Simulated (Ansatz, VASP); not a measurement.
Mg: VASP beside Ansatz

Contents of INCAR:

```
SYSTEM = Mg
ALGO = Normal
EDIFF = 1E-7
ENCUT = 520
GGA = PE
ISIF = 2
ISMEAR = 1
LASPH = .TRUE.
LCHARG = .FALSE.
LREAL = .FALSE.
LWAVE = .FALSE.
NBANDS = 9
NELM = 80
PREC = Accurate
SIGMA = 0.01
```

The input KPOINTS:

```
k-points
0
G
  11 11 6
  0 0 0
```

The input POSCAR:

```
Mg
1.0
    3.1953117277      0.0000000000      0.0000000000
   -1.5976558638      2.7672211292      0.0000000000
    0.0000000000      0.0000000000      5.1879445283
Mg
2
Direct
    0.3333333333      0.6666666667      0.2500000000
    0.6666666667      0.3333333333      0.7500000000
```

Input for Ansatz:

```yaml
crystal:
  lattice:
    - [3.1953117277, 0.0, 0.0]
    - [-1.5976558638, 2.7672211292, 0.0]
    - [0.0, 0.0, 5.1879445283]
  atoms:
    - { symbol: Mg, position: [0.3333333333, 0.6666666667, 0.25] }
    - { symbol: Mg, position: [0.6666666667, 0.3333333333, 0.75] }
hamiltonian:
  xc: pbe
  pseudopotentials:
    kind: paw
    azcp:
      Mg: "pseudopotentials/Mg.paw.azcp"
basis:
  ecutwfc: 420
  fft_grid_basis: typed
kpoints:
  mp_grid: { grid: [11, 11, 6], shift: [0, 0, 0] }
magnetization:
  spin_polarized: false
scf:
  occupations: { method: methfessel_paxton, width: 0.01 }
  lower_state_search: "off"
output:
  stress: true
```

Alike in both runs: task single point; functional PBE; k mesh 11 × 11 × 6; occupations methfessel-paxton of order 1, width 0.01 eV; no spin polarisation.

|  | VASP | Ansatz |
| --- | --- | --- |
| version | VASP 6.6.1 | Ansatz 0.2.0 |
| potentials or method | VASP PAW PBE potentials, release 64 (Mg), cutoff 520 eV | plane waves (420 eV) with PAW, scalar-relativistic |
| valence electrons in the cell | 4 | 20 |

Ansatz gave:

| Property | Result |
| --- | --- |
| pressure (GPa) | 0.0 |

Problem. What did VASP give for the same quantities?

Solution. Pressure (GPa): -0.2.

With one functional, cell and mesh, what is left measures potentials, basis and numerics. VASP's potentials hold 4 valence electrons a cell and Ansatz's 20, so a difference there can come from the potentials and not from the codes.
